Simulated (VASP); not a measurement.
Crystal: TiTe2.

```
CELL_PARAMETERS angstrom
3.77700 0.00000 0.00000
-1.88850 3.27098 0.00000
0.00000 0.00000 6.49800
ATOMIC_POSITIONS crystal
Ti 0.00000 0.00000 0.00000
Te 0.66667 0.33333 0.26280
Te 0.33333 0.66667 0.73720
```

Base run:

| Item | Value |
| --- | --- |
| Program | VASP 6.6.1 |
| Functional | LDA |
| Potentials or basis | VASP PAW LDA potentials, release 64 (Ti_sv, Te) |
| Cutoff | 520 eV |
| k mesh | 9 × 9 × 6 |
| Occupations | gaussian, width 0.05 eV |
| Spin | no spin polarisation |

Its results: band gap on the k mesh zero (bands 12 and 13 overlap by 0.60 eV); pressure -4.0 GPa; largest force 0.268 eV/Å.

Q: The run is repeated on the same cell with these changes: functional from LDA to r2SCAN; potentials or basis from VASP PAW LDA potentials, release 64 (Ti_sv, Te) to VASP PAW PBE potentials, release 64 (Ti_sv, Te). What comes out?

A: Band gap on the k mesh zero (bands 12 and 13 overlap by 0.60 eV); pressure 1.1 GPa; largest force 0.191 eV/Å.

Caveats: spin-orbit coupling is left out, which moves the levels of the heavy elements; the cell stands under tension (at least some runs); the PAW data sets were made with another functional, which shifts forces and pressure a little (at least some runs).
